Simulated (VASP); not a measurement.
Wanted: the native input for a VASP 6.6.1 run.

```yaml
Task: relaxation of cell and atoms
Functional: PBE
Potentials_or_basis: VASP PAW PBE potentials, release 64 (Te)
Cutoff: 600 eV
k_mesh: 14 × 14 × 8
Occupations: fermi-dirac, width 0.05 eV
Spin: no spin polarisation
Dipole_correction: no
Further_INCAR_settings: ALGO = Normal; EDIFF = 1e-06; IBRION = 2; EDIFFG = -0.005; NSW = 60; ISIF = 3
```

The structure of Te lies in POSCAR:

```
Te
1.0
    3.4577541861      0.0000000000      0.0000000000
   -1.7288770931      2.9945029652      0.0000000000
    0.0000000000      0.0000000000      5.6015617816
Te
2
Direct
    0.3333333333      0.6666666667      0.2500000000
    0.6666666667      0.3333333333      0.7500000000
```

This isn't the form of Te at room conditions, which is trigonal, of chains.

The input as run:

INCAR

```
PREC     = Accurate       # precision mode
ENCUT    = 600            # plane-wave cutoff, eV
EDIFF    = 1E-6           # SCF threshold, eV
ISMEAR   = -1             # smearing method
SIGMA    = 0.05           # smearing width, eV
LREAL    = False          # projectors in reciprocal space
LASPH    = True           # aspherical terms in the spheres
NELM     = 60             # most SCF steps
ALGO     = Normal         # electronic algorithm
ISIF     = 3              # what is computed and relaxed
LWAVE    = False          # write WAVECAR
LCHARG   = False          # write CHGCAR
GGA      = PE             # functional
IBRION   = 2              # ionic algorithm
NSW      = 60             # ionic steps
EDIFFG   = -0.005         # ionic threshold
```

KPOINTS

```
regular mesh
0
Gamma
  14 14 8
```

Potentials or basis: VASP PAW PBE potentials, release 64 (Te).

Launch:

```console
$ cat potpaw_PBE.64/Te/POTCAR > POTCAR
$ mpirun -np 1 vasp_std > vasp.out
```

It gave:

| Quantity | Value |
| --- | --- |
| Relaxed volume | 31.40 Å³/atom |
| Relaxed cell | a = 4.061 Å, b = 4.061 Å, c = 4.396 Å, α = 90.00°, β = 90.00°, γ = 120.00° |
| Space group after relaxing (to 0.1 Å) | P6_3/mmc (No. 194) |
| Energy gained by relaxing | 233.6 meV/atom |
| Ionic steps | 23 |
| Pressure after relaxing | 0.0 GPa |
| Band gap on the k mesh | zero (bands 6 and 7 overlap by 2.08 eV) |

Caveat: a cell axis changed by over 15 % at a fixed basis, so the end point is rough; spin-orbit coupling is left out, which moves the levels of the heavy elements.

Run time: 5.6 min on 1 thread of AMD EPYC 9R45 96-Core Processor (Zen 5), on a shared host, peak memory 0.23 GiB.
